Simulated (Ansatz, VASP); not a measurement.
**V: VASP beside Ansatz**

```xyz
6
Lattice="3.3137 -2.3074 0.0000 3.3137 2.3074 0.0000 -0.1977 0.0000 5.2061" Properties=species:S:1:pos:R:3 pbc="T T T"
V     0.0000    0.0000    0.0000
V    -0.0989    0.0000    2.6030
V     4.3191   -0.0796    3.6420
V     2.1106    0.0796    1.5640
V     2.0117   -0.0796    4.1671
V     4.4180    0.0796    1.0390
```

Change from the starting cell: the structure that the rattled cell fell into.

Alike in both runs: task single point; functional PBE; k mesh 4 × 4 × 4; occupations gaussian, width 0.1 eV; no spin polarisation.

|  | VASP | Ansatz |
| --- | --- | --- |
| version | VASP 6.6.1 | Ansatz 0.2.0 |
| potentials or method | VASP PAW PBE potentials, release 64 (V_sv), cutoff 520 eV | scalar-relativistic, plane waves, PAW |
| valence electrons in the cell | 78 | 78 |

VASP gave:

| Quantity | Value |
| --- | --- |
| gap on the k mesh at the Fermi level (eV) | none |
| pressure (GPa) | 5.5 |
| traceless stress, the component that is largest in VASP (GPa) | 8.29 |
| rms of the force components (eV/Å) | 0.513 |

Q: Estimate Ansatz's values.

A: gap on the k mesh at the Fermi level (eV): none; pressure (GPa): 5.2; traceless stress, the component that is largest in VASP (GPa): 8.18; rms of the force components (eV/Å): 0.515.

Atom by atom the forces differ by 0.002 eV/Å (rms over components). A gap of «none» marks a metal or a gap that the smearing closes. The functional is the same, so the differences come from potentials, cutoffs and numerics.

The k mesh is coarse, so the values compare programs but aren't converged.
